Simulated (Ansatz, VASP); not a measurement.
One calculation of MoS2, two programs

```
CELL_PARAMETERS angstrom
1.49775 0.86473 5.99789
-1.49775 0.86473 5.99789
0.00000 -1.72945 5.99789
ATOMIC_POSITIONS crystal
Mo 0.00002 0.00002 0.00002
S 0.75354 0.75354 0.75354
S 0.57975 0.57975 0.57975
```

Alike in both runs: task single point; functional PBE; dispersion D3(BJ); k mesh 12 × 12 × 12; occupations gaussian, width 0.05 eV; no spin polarisation.

|  | VASP | Ansatz |
| --- | --- | --- |
| version | VASP 6.6.1 | Ansatz 0.2.0 |
| potentials or method | VASP PAW PBE potentials, release 64 (Mo_sv, S), cutoff 520 eV | scalar-relativistic, plane waves, PAW |
| valence electrons in the cell | 26 | 26 |

|  | VASP | Ansatz | Ansatz less VASP |
| --- | --- | --- | --- |
| gap on the k mesh at the Fermi level (eV) | 0.92 | 0.90 | -0.017 |
| least direct gap on the mesh (eV) | 2.24 | 2.23 | -0.006 |
| pressure (GPa) | 19.2 | 19.4 | +0.22 |
| traceless stress, the component that is largest in VASP (GPa) | -5.95 | -5.87 | +0.081 |
| rms of the force components (eV/Å) | 0.554 | 0.565 | +0.0114 |

Atom by atom the forces differ by 0.011 eV/Å (rms over components).
